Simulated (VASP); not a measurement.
A run of VASP 6.6.1:

Contents of INCAR:

```
SYSTEM = BiTe
ALGO     = Normal         ! electronic algorithm
EDIFF    = 1E-7           ! SCF threshold, eV
ENCUT    = 520            ! plane-wave cutoff, eV
GGA      = PE             ! functional
ISIF     = 2              ! what is computed and relaxed
ISMEAR   = 0              ! smearing method
LASPH    = .True.         ! aspherical terms in the spheres
LCHARG   = .False.        ! write CHGCAR
LREAL    = .False.        ! projectors in reciprocal space
LWAVE    = .False.        ! write WAVECAR
NBANDS   = 18             ! bands
NELM     = 80             ! most SCF steps
PREC     = Accurate       ! precision mode
SIGMA    = 0.15           ! smearing width, eV
```

File KPOINTS:

```
k-points
0
Gamma
  12 12 12
  0 0 0
```

The input POSCAR:

```
BiTe
1.0
    2.4227077728      1.3987509848      3.3172919545
   -2.4227077728      1.3987509848      3.3172919545
    0.0000000000     -2.7975019696      3.3172919545
Bi Te
1 1
Direct
    0.5230609647      0.5230609647      0.4769390353
    0.0000000000      0.0000000000      0.0000000000
```

Potentials or basis: VASP PAW PBE potentials, release 64 (Bi_d, Te).

Command:

```console
$ cat potpaw_PBE.64/Bi_d/POTCAR potpaw_PBE.64/Te/POTCAR > POTCAR
$ mpirun -np 1 vasp_std > vasp.out
```

Hardware: 1 thread of Intel(R) Xeon(R) Platinum 8375C CPU @ 2.90GHz (Ice Lake), with other jobs on the host.

Task: Estimate the wall time of this run.

Result: It took 5.7 min on 1 thread of Intel(R) Xeon(R) Platinum 8375C CPU @ 2.90GHz (Ice Lake), on a shared host, peak memory 0.63 GiB. Counts: scf iterations 13, k points 476.
